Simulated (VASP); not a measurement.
Wanted: the native input for a VASP 6.6.1 run.

- Task: single point
- Functional: r2SCAN
- Potentials or basis: VASP PAW PBE potentials, release 64 (Ba_sv)
- Cutoff: 520 eV
- k mesh: 8 × 8 × 8
- Occupations: fermi-dirac, width 0.05 eV
- Spin: no spin polarisation
- Dipole correction: no
- Further INCAR settings: ALGO = Normal; EDIFF = 1e-06; NBANDS = 11

The system is Ba.

```
Ba
1.0
    -2.45533    2.45533    2.45533
     2.45533   -2.45533    2.45533
     2.45533    2.45533   -2.45533
Ba
1
Direct
  0.00000 0.00000 0.00000
```

These files were run (other wordings do the same):

POSCAR

```
Ba
1.0
   -2.4553325815      2.4553325815      2.4553325815
    2.4553325815     -2.4553325815      2.4553325815
    2.4553325815      2.4553325815     -2.4553325815
Ba
1
Direct
    0.0000000000      0.0000000000      0.0000000000
```

INCAR.step1

```
PREC = Accurate
ENCUT = 520
ISMEAR = -1
SIGMA = 0.05
LREAL = F
LASPH = T
NELM = 60
NBANDS = 11
GGA = PE
ALGO = Normal
EDIFF = 1E-4
LWAVE = T
LCHARG = F
```

INCAR.step2

```
PREC = Accurate
ENCUT = 520
EDIFF = 1E-6
ISMEAR = -1
SIGMA = 0.05
LREAL = F
LASPH = T
NELM = 60
ALGO = Normal
ISIF = 2
LWAVE = F
LCHARG = F
METAGGA = R2SCAN
LMIXTAU = T
NBANDS = 11
ISTART = 1
```

KPOINTS

```
regular mesh
0
Gamma
  8 8 8
```

Potentials or basis: VASP PAW PBE potentials, release 64 (Ba_sv).

The run is started by

```sh
$ cat potpaw_PBE.64/Ba_sv/POTCAR > POTCAR
$ cp INCAR.step1 INCAR
$ mpirun -np 1 vasp_std > vasp.out
$ cp INCAR.step2 INCAR
$ mpirun -np 1 vasp_std > vasp.out
```

It gave:

```json
{
 "Pressure": "1.0 GPa",
 "Band gap on the k mesh": "zero (bands 5 and 6 overlap by 1.36 eV)"
}
```

Caveat: the PAW data sets were made with another functional, which shifts forces and pressure a little; spin-orbit coupling is left out, which moves the levels of the heavy elements.

Wall time 84 s on 1 thread of AMD EPYC 7R13 (shared host), peak memory 0.16 GiB.
